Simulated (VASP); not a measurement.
# Si (a cell with a defect) in VASP: a series of runs, part 2 of 2

VASP 6.6.1. The steps go on from the part before.

**3. Single point, PBE+D3(BJ)**

INCAR reads:

```
ALGO = Normal
EDIFF = 1E-6
ENCUT = 520
GGA = PE
ISIF = 2
ISMEAR = -1
IVDW = 12
LASPH = True
LCHARG = False
LREAL = Auto
LWAVE = False
NBANDS = 163
NELECT = 254.0
NELM = 60
PREC = Accurate
SIGMA = 0.02
```

KPOINTS reads:

```
k-points
0
Gamma
  1 1 1
```

POSCAR reads:

```
Si
1.0
   10.8600000000      0.0000000000      0.0000000000
    0.0000000000     10.8600000000      0.0000000000
    0.0000000000      0.0000000000     10.8600000000
Si
63
Direct
    0.5002847720      0.0002847720     -0.0002007147
    0.6250000000      0.1250000000      0.1250000000
    0.7497152280      0.2497152280     -0.0002007147
    0.8746985499      0.3746985499      0.1255231711
    0.7497152280      0.0002847720      0.2502007147
    0.8722595580      0.1250674955      0.3777404420
   -0.0009275666      0.0008866358     -0.0009275666
    0.1250000000      0.1250000000      0.1250000000
    0.2509275666      0.2491133642     -0.0009275666
    0.3753014501      0.3746985499      0.1244768289
    0.5008866358      0.4990724334     -0.0009275666
    0.6250000000      0.6250000000      0.1250000000
    0.7491133642      0.7509275666     -0.0009275666
    0.8746985499      0.8753014501      0.1244768289
    0.2509275666      0.0008866358      0.2509275666
    0.3777404420      0.1249325045      0.3777404420
    0.5002847720      0.2497152280      0.2502007147
    0.6250674955      0.3722595580      0.3777404420
    0.7491133642      0.4990724334      0.2509275666
    0.8746985499      0.6244768289      0.3753014501
    0.5092851288      0.0092851288      0.5092851288
    0.7407148712      0.0092851288      0.7407148712
    0.7407148712      0.2407148712      0.5092851288
    0.8722595580      0.3722595580      0.6249325045
    0.8722595580      0.1249325045      0.8722595580
    0.0002119322      0.5002119322      0.0002119322
    0.1250000000      0.6250000000      0.1250000000
    0.2497880678      0.7497880678      0.0002119322
    0.3753014501      0.8753014501      0.1255231711
   -0.0009275666      0.2491133642      0.2509275666
    0.1244768289      0.3746985499      0.3753014501
    0.2497880678      0.5002119322      0.2497880678
    0.3753014501      0.6255231711      0.3753014501
    0.5008866358      0.7509275666      0.2509275666
    0.6249325045      0.8777404420      0.3777404420
   -0.0002007147      0.0002847720      0.5002847720
    0.1250000000      0.1250000000      0.6250000000
    0.2502007147      0.2497152280      0.5002847720
    0.3777404420      0.3722595580      0.6250674955
    0.5002847720      0.4997992853      0.5002847720
    0.6250000000      0.6250000000      0.6250000000
    0.7497152280      0.7502007147      0.5002847720
    0.8722595580      0.8777404420      0.6250674955
    0.2502007147      0.0002847720      0.7497152280
    0.3777404420      0.1250674955      0.8722595580
    0.5092851288      0.2407148712      0.7407148712
    0.6249325045      0.3722595580      0.8722595580
    0.7497152280      0.4997992853      0.7497152280
    0.8746985499      0.6255231711      0.8746985499
    0.0002119322      0.7497880678      0.2497880678
    0.1255231711      0.8753014501      0.3753014501
   -0.0009275666      0.4990724334      0.5008866358
    0.1250000000      0.6250000000      0.6250000000
    0.2509275666      0.7509275666      0.5008866358
    0.3777404420      0.8777404420      0.6249325045
   -0.0002007147      0.2497152280      0.7497152280
    0.1255231711      0.3746985499      0.8746985499
    0.2509275666      0.4990724334      0.7491133642
    0.3753014501      0.6244768289      0.8746985499
    0.5002847720      0.7502007147      0.7497152280
    0.6250674955      0.8777404420      0.8722595580
   -0.0009275666      0.7509275666      0.7491133642
    0.1244768289      0.8753014501      0.8746985499
```

Potentials or basis: VASP PAW PBE potentials, release 64 (Si).

Started as:

```sh
> cat potpaw_PBE.64/Si/POTCAR > POTCAR
> mpirun -np 1 vasp_gam > vasp.out
```

OUTCAR:

```text
EDIFF = 1E-6
   ENCUT = 520
   GGA = PE
   ISIF = 2
   ISMEAR = -1
   IVDW = 12
   LASPH = True
   LREAL = Auto
   NELECT = 254.0
   NELM = 60
   PREC = Accurate
 IVDW          = 12

 ion  position               nearest neighbor table
   1  0.500  0.000  1.000-   2 2.35  45 2.35  61 2.35  29 2.36
   2  0.625  0.125  0.125-   1 2.35   3 2.35   5 2.35  17 2.35
   3  0.750  0.250  1.000-   2 2.35  25 2.35  47 2.35   4 2.36
   4  0.875  0.375  0.126-  19 2.35  30 2.35   3 2.36  26 2.36
   5  0.750  0.000  0.250-   2 2.35   6 2.35  35 2.35  14 2.36
   6  0.872  0.125  0.378-   5 2.35  36 2.35  30 2.37  23 2.38
[... 43 lines left out ...]
  50  0.000  0.750  0.250-  27 2.35  20 2.36  14 2.36  51 2.36
  51  0.126  0.875  0.375-  15 2.35  54 2.35  36 2.36  50 2.36
  52  0.999  0.499  0.501-  20 2.35  31 2.35  53 2.36  24 2.37
[... 9 lines left out ...]
  62  0.999  0.751  0.749-  49 2.35  63 2.35  53 2.36  43 2.37
  63  0.124  0.875  0.875-   7 2.35  62 2.35  44 2.36  28 2.36

  LATTYP: Found a simple cubic cell.
 ALAT       =    10.8600000000

  Lattice vectors:

 A1 = (  10.8600000000,   0.0000000000,   0.0000000000)
 A2 = (   0.0000000000,  10.8600000000,   0.0000000000)
 A3 = (   0.0000000000,   0.0000000000,  10.8600000000)

Analysis of symmetry for initial positions (statically):
=====================================================================
 Subroutine PRICEL returns:
 Original cell was already a primitive cell.

 Routine SETGRP: Setting up the symmetry group for a
 simple cubic supercell.

 Subroutine GETGRP returns: Found 24 space group operations
 (whereof  2 operations were pure point group operations)
 out of a pool of 48 trial point group operations.

The static configuration has the point symmetry C_1h.
 The point group associated with its full space group is T_d .

Analysis of symmetry for dynamics (positions and initial velocities):
=====================================================================
 Subroutine PRICEL returns:
 Original cell was already a primitive cell.

 Routine SETGRP: Setting up the symmetry group for a
 simple cubic supercell.

 Subroutine GETGRP returns: Found 24 space group operations
 (whereof  2 operations were pure point group operations)
 out of a pool of 48 trial point group operations.

The dynamic configuration has the point symmetry C_1h.
 The point group associated with its full space group is T_d .

 Subroutine INISYM returns: Found 24 space group operations
 (whereof  2 operations are pure point group operations),
 and found     1 'primitive' translations

----------------------------------------------------------------------------------------

                                     Primitive cell

  volume of cell :    1280.8241

  direct lattice vectors                    reciprocal lattice vectors
    10.860000000  0.000000000  0.000000000     0.092081031  0.000000000  0.000000000
     0.000000000 10.860000000  0.000000000     0.000000000  0.092081031  0.000000000
     0.000000000  0.000000000 10.860000000     0.000000000  0.000000000  0.092081031

  length of vectors
    10.860000000 10.860000000 10.860000000     0.092081031  0.092081031  0.092081031

  position of ions in fractional coordinates (direct lattice)
     0.500284772  0.000284772  0.999799285
     0.625000000  0.125000000  0.125000000
     0.749715228  0.249715228  0.999799285
     0.874698550  0.374698550  0.125523171
[... 145 lines left out ...]
     0.000000000  0.000000000  0.000000000

 Subroutine IBZKPT returns following result:
 ===========================================

 Found      1 irreducible k-points:

 Following reciprocal coordinates:
            Coordinates               Weight
  0.000000  0.000000  0.000000      1.000000
   k-points           NKPTS =      1   k-points in BZ     NKDIM =      1   number of bands    NBANDS=    163
   number of dos      NEDOS =    301   number of ions     NIONS =     63
   total plane-waves  NPLWV = 592704
   dimension x,y,z NGX =    84 NGY =   84 NGZ =   84
   dimension x,y,z NGXF=   168 NGYF=  168 NGZF=  168
   ions per type =              63
   NGX,Y,Z   is equivalent  to a cutoff of  12.86, 12.86, 12.86 a.u.
   NGXF,Y,Z  is equivalent  to a cutoff of  25.72, 25.72, 25.72 a.u.
 SYSTEM =  unknown system
   PREC   = accura    normal or accurate (medium, high low for compatibility)
   ISTART =      0    job   : 0-new  1-cont  2-samecut
   ICHARG =      2    charge: 1-file 2-atom 10-const
   ISPIN  =      1    spin polarized calculation?
   LNONCOLLINEAR =      F non collinear calculations
   LSORBIT =      F    spin-orbit coupling
   LASPH  =      T    aspherical Exc in radial PAW
   ENCUT  =  520.0 eV  38.22 Ry    6.18 a.u.  20.19 20.19 20.19*2*pi/ulx,y,z
   NELM   =     60;   NELMIN=  2; NELMDL= -5     # of ELM steps
   EDIFF  = 0.1E-05   stopping-criterion for ELM
   LREAL  =      T    real-space projection
   EDIFFG = 0.1E-04   stopping-criterion for IOM
   NSW    =      0    number of steps for IOM
[... 5 lines left out ...]
   TEBEG  =    0.0;   TEEND  =   0.0 temperature during run
   PSTRESS=    0.0 pullay stress
   NELECT =     254.0000    total number of electrons
   NUPDOWN=      -1.0000    fix difference up-down
   EMIN   =  10.00;   EMAX   =-10.00  energy-range for DOS
   EFERMI =   0.00;   METHOD = LEGACY
   ISMEAR =    -1;   SIGMA  =   0.02  broadening in eV -4-tet -1-fermi 0-gaus
   EFERMI_NEDOS =   21; number of points for ismear=-14 and -15
   IALGO  =     38    algorithm
   IMIX   =      4    mixing-type and parameters
     AMIX     =   0.40;   BMIX     =  1.00
     AMIX_MAG =   1.60;   BMIX_MAG =  1.00
  volume/ion in A,a.u.               =      20.33       137.20
  Fermi-wavevector in a.u.,A,eV,Ry     =   0.954677  1.804077 12.400449  0.911407
  Thomas-Fermi vector in A             =   2.083445
   LORBIT       =      0    0 simple, 1 ext, 2 COOP (PROOUT), +10 PAW based schemes
   GGA     = PE    functional components
   LHFCALC =     F    Hartree Fock is set to
   AEXX    =    0.0000 exact exchange contribution
   IVDW    =    12    specifies the selected vdW correction
   LEPSILON=     F    determine dielectric tensor
   LRPA    =     F    only Hartree local field effects (RPA)
 non-spin polarized calculation
  energy-cutoff  :      520.00
  volume of cell :     1280.82
 maximum number of plane-waves:     17229
 NGX is ok and might be reduce to    84
   NGX = 41   NGY = 41   NGZ = 41

 number of electron     253.9999985 magnetization

 Free energy of the ion-electron system (eV)
  ---------------------------------------------------
  ext. energy  EPLUGINS =         0.00000000
  ---------------------------------------------------
  free energy    TOTEN  =      -319.31991143 eV

  energy without entropy =     -319.23503177  energy(sigma->0) =     -319.27747160

 E-fermi :   6.3180     XC(G=0):  -9.3773

 val. band max:        6.3052493316   @ k =   0.0000   0.0000   0.0000
 cond. band min:       6.3979554674   @ k =   0.0000   0.0000   0.0000
 fundamental gap:      0.0927061358
 Fermi energy:         6.3180167585

 k-point     1 :       0.0000    0.0000    0.0000
  band No.  band energies     occupation
      1      -6.2262      2.00000
      2      -5.1841      2.00000
      3      -5.1841      2.00000
      4      -5.1521      2.00000
      5      -5.1521      2.00000
      6      -5.1521      2.00000
[... 131 lines left out ...]
    138       6.9123      0.00000
    139       6.9123      0.00000
 [bands above 139 left out]

------------------------ aborting loop because EDIFF is reached ----------------------------------------

 Edisp (eV)  -19.96934

 E6    (eV) :   -11.6908

 E8    (eV) :    -8.2785

  FORCE on cell =-STRESS in cart. coord.  units (eV):
  Direction    XX          YY          ZZ          XY          YZ          ZX
  --------------------------------------------------------------------------------------
  -------------------------------------------------------------------------------------
  Total      12.87119    12.87119    12.87119     0.00000     0.00000     0.00000
  in kB      16.10052    16.10052    16.10052     0.00000     0.00000     0.00000
  external pressure =       16.10 kB  Pullay stress =        0.00 kB

 VOLUME and BASIS-vectors are now :
 -----------------------------------------------------------------------------
  energy-cutoff  :      520.00
  volume of cell :     1280.82
      direct lattice vectors                 reciprocal lattice vectors
    10.860000000  0.000000000  0.000000000     0.092081031  0.000000000  0.000000000
     0.000000000 10.860000000  0.000000000     0.000000000  0.092081031  0.000000000
     0.000000000  0.000000000 10.860000000     0.000000000  0.000000000  0.092081031

 POSITION                                       TOTAL-FORCE (eV/Angst)
 -----------------------------------------------------------------------------------
      5.43309      0.00309     10.85782         0.019919      0.019919     -0.010802
      6.78750      1.35750      1.35750        -0.000000     -0.000000      0.000000
      8.14191      2.71191     10.85782        -0.019919     -0.019919     -0.010802
      9.49923      4.06923      1.36318        -0.003416     -0.003416     -0.009974
      8.14191      0.00309      2.71718        -0.019919      0.019919      0.010802
      9.47274      1.35823      4.10226        -0.021869     -0.025382      0.021869
[... 55 lines left out ...]
     10.84993      8.15507      8.13537         0.008285     -0.008285     -0.001602
      1.35182      9.50577      9.49923         0.009974      0.003416     -0.003416
 -----------------------------------------------------------------------------------
    total drift:                                0.000000      0.000000      0.000000

  FREE ENERGIE OF THE ION-ELECTRON SYSTEM (eV)
  ---------------------------------------------------
  free  energy   TOTEN  =      -339.2892505496 eV

  energy  without entropy=     -339.2043708854  energy(sigma->0) =     -339.24681072
```

It took 11 min on 1 thread of Intel Xeon 8259CL, shared host; peak memory 0.99 GiB.

What came out:

```
Free energy                : -339.2893 eV
Largest force              : 0.040 eV/Å
Dispersion energy per atom : -0.317 eV
```

Forces on the atoms (eV/Å):
```
Si   0.020  0.020 -0.011
Si   0.000  0.000  0.000
Si  -0.020 -0.020 -0.011
Si  -0.003 -0.003 -0.010
Si  -0.020  0.020  0.011
Si  -0.022 -0.025  0.022
Si   0.008  0.002  0.008
Si   0.000  0.000  0.000
Si  -0.008 -0.002  0.008
Si   0.003 -0.003  0.010
Si   0.002  0.008  0.008
Si   0.000  0.000  0.000
Si  -0.002 -0.008  0.008
Si  -0.003  0.003  0.010
Si  -0.008  0.002 -0.008
Si   0.022  0.025  0.022
Si   0.020 -0.020  0.011
Si  -0.025 -0.022  0.022
Si  -0.002  0.008 -0.008
Si  -0.003  0.010  0.003
Si  -0.018 -0.018 -0.018
Si   0.018 -0.018  0.018
Si   0.018  0.018 -0.018
Si  -0.022 -0.022  0.025
Si  -0.022  0.025 -0.022
Si   0.008  0.008  0.008
Si   0.000  0.000  0.000
Si  -0.008 -0.008  0.008
Si   0.003  0.003 -0.010
Si   0.008 -0.002 -0.008
Si   0.010 -0.003  0.003
Si  -0.008  0.008 -0.008
Si   0.003 -0.010  0.003
Si   0.002 -0.008 -0.008
Si   0.025  0.022  0.022
Si  -0.011  0.020  0.020
Si   0.000  0.000  0.000
Si   0.011 -0.020  0.020
Si   0.022 -0.022 -0.025
Si   0.020 -0.011  0.020
Si   0.000  0.000  0.000
Si  -0.020  0.011  0.020
Si  -0.022  0.022 -0.025
Si   0.011  0.020 -0.020
Si   0.022 -0.025 -0.022
Si  -0.018  0.018  0.018
Si   0.025 -0.022 -0.022
Si  -0.020 -0.011 -0.020
Si  -0.003 -0.010 -0.003
Si   0.008 -0.008 -0.008
Si  -0.010  0.003  0.003
Si   0.008  0.008  0.002
Si   0.000  0.000  0.000
Si  -0.008 -0.008  0.002
Si   0.022  0.022  0.025
Si  -0.011 -0.020 -0.020
Si  -0.010 -0.003 -0.003
Si  -0.008  0.008 -0.002
Si   0.003  0.010 -0.003
Si   0.020  0.011 -0.020
Si  -0.025  0.022 -0.022
Si   0.008 -0.008 -0.002
Si   0.010  0.003 -0.003
```

Caveat: the k points lie up to 0.58 Å⁻¹ apart; the cell carries a net charge on a neutralising background, which shifts energy and pressure; the cell is charged against a uniform background, so pressure and absolute levels hang on convention.
